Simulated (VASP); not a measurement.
# Ho3N (P-3m1) in VASP: single point with PBE

Aim: the single point of Ho3N with PBE.

Everything below comes from runs of VASP 6.6.1. Logs are shortened: lines on timing, memory, paths and dates and some standing lists are left out, and cuts for length are marked.

### Step 1. The cell of the first run

The structure is trigonal, space group P-3m1 (No. 164). Conventional cell: a = 4.456 Å, b = 4.456 Å, c = 4.907 Å, α = 90.00°, β = 90.00°, γ = 120.00°. Within 3.6 Å of Ho (site symmetry 3m) lie 3 N at 2.69 Å and 6 Ho at 3.02 to 3.06 Å. Within 3.2 Å of Ho (site symmetry -3m) lie 2 N at 2.45 Å and 6 Ho at 3.06 Å. N (site symmetry -3m) has 8 Ho at 2.45 to 2.69 Å within 3.2 Å.

The cell was built from a structure type or drawn by symmetry, and may not be a known phase.

### Step 2. Single point, PBE

File INCAR:

```
SYSTEM = Ho3N
PREC     = Accurate       ! precision mode
ENCUT    = 600            ! plane-wave cutoff, eV
EDIFF    = 1E-6           ! SCF threshold, eV
ISMEAR   = 0              ! smearing method
SIGMA    = 0.2            ! smearing width, eV
LREAL    = .FALSE.        ! projectors in reciprocal space
LASPH    = .TRUE.         ! aspherical terms in the spheres
NELM     = 200            ! most SCF steps
ALGO     = Normal         ! electronic algorithm
ISIF     = 2              ! what is computed and relaxed
LWAVE    = .FALSE.        ! write WAVECAR
LCHARG   = .FALSE.        ! write CHGCAR
GGA      = PE             ! functional
NBANDS   = 24             ! bands
GGA_COMPAT= .FALSE.      
LMAXMIX  = 6              ! l up to which the mixer works
```

File KPOINTS:

```
regular mesh
0
G
  5 5 4
  0 0 0
```

File POSCAR:

```
Ho3N
1.0
    4.4562613538      0.0000000000      0.0000000000
   -2.2281306769      3.8592355383      0.0000000000
    0.0000000000      0.0000000000      4.9074821172
Ho N
3 1
Direct
    0.3333333333      0.6666666667      0.6619452175
    0.6666666667      0.3333333333      0.3380547825
    0.0000000000      0.0000000000      0.0000000000
    0.0000000000      0.0000000000      0.5000000000
```

Potentials or basis: VASP PAW PBE potentials, release 64 (Ho_3, N), 4f in core.

Run with:

```bash
cat potpaw_PBE.64/Ho_3/POTCAR potpaw_PBE.64/N/POTCAR > POTCAR
mpirun -np 1 vasp_std > vasp.out
```

OUTCAR:

```text
SYSTEM = Ho3N
   PREC = Accurate
   ENCUT = 600
   EDIFF = 1E-6
   ISMEAR = 0
   LREAL = .FALSE.
   LASPH = .TRUE.
   NELM = 200
   ISIF = 2
   GGA = PE

 ion  position               nearest neighbor table
   1  0.333  0.667  0.662-   4 2.69   4 2.69   4 2.69   2 3.02   2 3.02   2 3.02   3 3.06   3 3.06
                             3 3.06
   2  0.667  0.333  0.338-   4 2.69   4 2.69   4 2.69   1 3.02   1 3.02   1 3.02   3 3.06   3 3.06
                             3 3.06
   3  0.000  0.000  0.000-   4 2.45   4 2.45   1 3.06   2 3.06   2 3.06   1 3.06   2 3.06   1 3.06

   4  0.000  0.000  0.500-   3 2.45   3 2.45   1 2.69   2 2.69   2 2.69   1 2.69   2 2.69   1 2.69

  LATTYP: Found a hexagonal cell.
 ALAT       =     4.4562613538
 C/A-ratio  =     1.1012554533

  Lattice vectors:

 A1 = (   4.4562613538,   0.0000000000,   0.0000000000)
 A2 = (  -2.2281306769,   3.8592355383,   0.0000000000)
 A3 = (   0.0000000000,   0.0000000000,   4.9074821172)

Analysis of symmetry for initial positions (statically):
=====================================================================
 Subroutine PRICEL returns:
 Original cell was already a primitive cell.

 Routine SETGRP: Setting up the symmetry group for a
 hexagonal supercell.

 Subroutine GETGRP returns: Found 12 space group operations
 (whereof 12 operations were pure point group operations)
 out of a pool of 24 trial point group operations.

The static configuration has the point symmetry D_3d.

Analysis of symmetry for dynamics (positions and initial velocities):
=====================================================================
 Subroutine PRICEL returns:
 Original cell was already a primitive cell.

 Routine SETGRP: Setting up the symmetry group for a
 hexagonal supercell.

 Subroutine GETGRP returns: Found 12 space group operations
 (whereof 12 operations were pure point group operations)
 out of a pool of 24 trial point group operations.

The dynamic configuration has the point symmetry D_3d.

 Subroutine INISYM returns: Found 12 space group operations
 (whereof 12 operations are pure point group operations),
 and found     1 'primitive' translations

----------------------------------------------------------------------------------------

                                     Primitive cell

  volume of cell :      84.3977

  direct lattice vectors                    reciprocal lattice vectors
     4.456261354  0.000000000  0.000000000     0.224403355  0.129559338  0.000000000
[... 82 lines left out ...]
   EDIFF  = 0.1E-05   stopping-criterion for ELM
   LREAL  =      F    real-space projection
   EDIFFG = 0.1E-04   stopping-criterion for IOM
   NSW    =      0    number of steps for IOM
   IBRION =     -1    ionic relax: 0-MD 1-quasi-New 2-CG
   NFREE  =      0    steps in history (QN), initial steepest desc. (CG)
   ISIF   =      2    stress and relaxation
   ISYM   =      2    0-nonsym 1-usesym 2-fastsym
   POTIM  = 0.5000    time-step for ionic-motion
   TEBEG  =    0.0;   TEEND  =   0.0 temperature during run
   PSTRESS=    0.0 pullay stress
   NELECT =      32.0000    total number of electrons
   NUPDOWN=      -1.0000    fix difference up-down
   EMIN   =  10.00;   EMAX   =-10.00  energy-range for DOS
   EFERMI =   0.00;   METHOD = LEGACY
   ISMEAR =     0;   SIGMA  =   0.20  broadening in eV -4-tet -1-fermi 0-gaus
   EFERMI_NEDOS =   21; number of points for ismear=-14 and -15
   IALGO  =     38    algorithm
   IMIX   =      4    mixing-type and parameters
     AMIX     =   0.40;   BMIX     =  1.00
     AMIX_MAG =   1.60;   BMIX_MAG =  1.00
  volume/ion in A,a.u.               =      21.10       142.39
  Fermi-wavevector in a.u.,A,eV,Ry     =   1.184899  2.239134 19.102379  1.403985
  Thomas-Fermi vector in A             =   2.321104
   LORBIT       =      0    0 simple, 1 ext, 2 COOP (PROOUT), +10 PAW based schemes
   GGA     = PE    functional components
   LHFCALC =     F    Hartree Fock is set to
   AEXX    =    0.0000 exact exchange contribution
   IVDW    =     0    specifies the selected vdW correction
   LEPSILON=     F    determine dielectric tensor
   LRPA    =     F    only Hartree local field effects (RPA)
 non-spin polarized calculation
 Gauss-broadening in eV      SIGMA  =   0.20
  energy-cutoff  :      600.00
  volume of cell :       84.40
 maximum number of plane-waves:      2845
 NGX is ok and might be reduce to    36
   NGX = 17   NGY = 17   NGZ = 19

 number of electron      31.9999999 magnetization

 Free energy of the ion-electron system (eV)
  ---------------------------------------------------
  ext. energy  EPLUGINS =         0.00000000
  ---------------------------------------------------
  free energy    TOTEN  =       -21.96595981 eV

  energy without entropy =      -21.88004157  energy(sigma->0) =      -21.92300069

 E-fermi :   4.2988     XC(G=0): -10.7441

 val. band max:        4.2658228486   @ k =   0.2000   0.2000   0.5000
 cond. band min:       4.3313749532   @ k =   0.4000   0.0000   0.2500
 fundamental gap:      0.0655521045
 Fermi energy:         4.2988401359

 k-point     1 :       0.0000    0.0000    0.0000
  band No.  band energies     occupation
      1     -20.1723      2.00000
      2     -20.1723      2.00000
      3     -20.0441      2.00000
      4     -19.9262      2.00000
      5     -19.9262      2.00000
      6     -19.8633      2.00000
[... 448 lines left out ...]
     23       7.5908      0.00000
     24       8.1227      0.00000

------------------------ aborting loop because EDIFF is reached ----------------------------------------

  FORCE on cell =-STRESS in cart. coord.  units (eV):
  Direction    XX          YY          ZZ          XY          YZ          ZX
  --------------------------------------------------------------------------------------
  -------------------------------------------------------------------------------------
  Total        0.0625389      0.0625389      0.3676942      0.0000000     -0.0000000      0.0000000
  in kB        1.1872167      1.1872167      6.9801811      0.0000000     -0.0000000      0.0000000
  external PRESSURE =       3.1182048 kB  Pullay stress =       0.0000000 kB

 VOLUME and BASIS-vectors are now :
 -----------------------------------------------------------------------------
  energy-cutoff  :      600.00
  volume of cell :       84.40
      direct lattice vectors                 reciprocal lattice vectors
     4.456261354  0.000000000  0.000000000     0.224403355  0.129559338  0.000000000
    -2.228130677  3.859235538  0.000000000     0.000000000  0.259118675  0.000000000
     0.000000000  0.000000000  4.907482117     0.000000000  0.000000000  0.203770483

 POSITION                                       TOTAL-FORCE (eV/Angst)
 -----------------------------------------------------------------------------------
     -0.00000      2.57282      3.24848        -0.000000      0.000000      0.056607
      2.22813      1.28641      1.65900        -0.000000     -0.000000     -0.056607
      0.00000      0.00000      0.00000        -0.000000      0.000000      0.000000
      0.00000      0.00000      2.45374         0.000000      0.000000      0.000000
 -----------------------------------------------------------------------------------
    total drift:                                0.000000      0.000000     -0.000000

  FREE ENERGIE OF THE ION-ELECTRON SYSTEM (eV)
  ---------------------------------------------------
  free  energy   TOTEN  =       -21.9659598145 eV

  energy  without entropy=      -21.8800415740  energy(sigma->0) =      -21.92300069
```

Run time: 44 s. Hardware: 1 thread of Intel Xeon Platinum 8259CL at 2.50GHz (Skylake/Cascade Lake), shared host; peak memory 0.23 GiB.

What came out:

```yaml
Free_energy: -21.9660 eV
Pressure: 0.3 GPa
Largest_force: 0.057 eV/Å
Band_gap_on_the_k_mesh: zero (bands 16 and 17 overlap by 0.74 eV)
```

Forces in eV/Å, atoms in the order of the input:
```
Ho   0.000  0.000  0.057
Ho   0.000  0.000 -0.057
Ho   0.000  0.000  0.000
N    0.000  0.000  0.000
```

Stress tensor (GPa, compression positive):
```
0.12 0.00 0.00
0.00 0.12 0.00
0.00 0.00 0.70
```

Caveat: spin-orbit coupling is left out, which moves the levels of the heavy elements; the 4f electrons are frozen in the core, so they carry no moment and show no levels; the run has no spin polarisation, though such a crystal can be magnetic. With open d or f shells a metallic result of PBE can be an artefact of self-interaction; +U or a hybrid may open a gap.
